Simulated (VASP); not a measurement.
Input of a VASP 6.6.1 run:

INCAR

```
SYSTEM = SiC
ALGO = Normal
EDIFF = 1E-6
ENCUT = 600
GGA = PE
GGA_COMPAT = .False.
ISIF = 2
ISMEAR = 0
LASPH = .True.
LCHARG = .False.
LREAL = .False.
LWAVE = .False.
NBANDS = 11
NELM = 120
PREC = Accurate
SIGMA = 0.01
```

Contents of KPOINTS:

```
k-points
0
Gamma
  8 8 8
  0 0 0
```

File POSCAR:

```
SiC
1.0
    0.0000000000      2.2328170735      2.2328170735
    2.2328170735      0.0000000000      2.2328170735
    2.2328170735      2.2328170735      0.0000000000
Si C
1 1
Direct
    0.0000000000      0.0000000000      0.0000000000
    0.2500000000      0.2500000000      0.2500000000
```

Potentials or basis: VASP PAW PBE potentials, release 64 (Si, C).

Launch:

```bash
$ cat potpaw_PBE.64/Si/POTCAR potpaw_PBE.64/C/POTCAR > POTCAR
$ mpirun -np 1 vasp_std > vasp.out
```

(1) Predict the band gap on the k mesh.

(2) What does it give for the pressure?

Results:

(1) 1.42 eV, indirect (least direct gap 4.46 eV).

(2) -11.2 GPa.
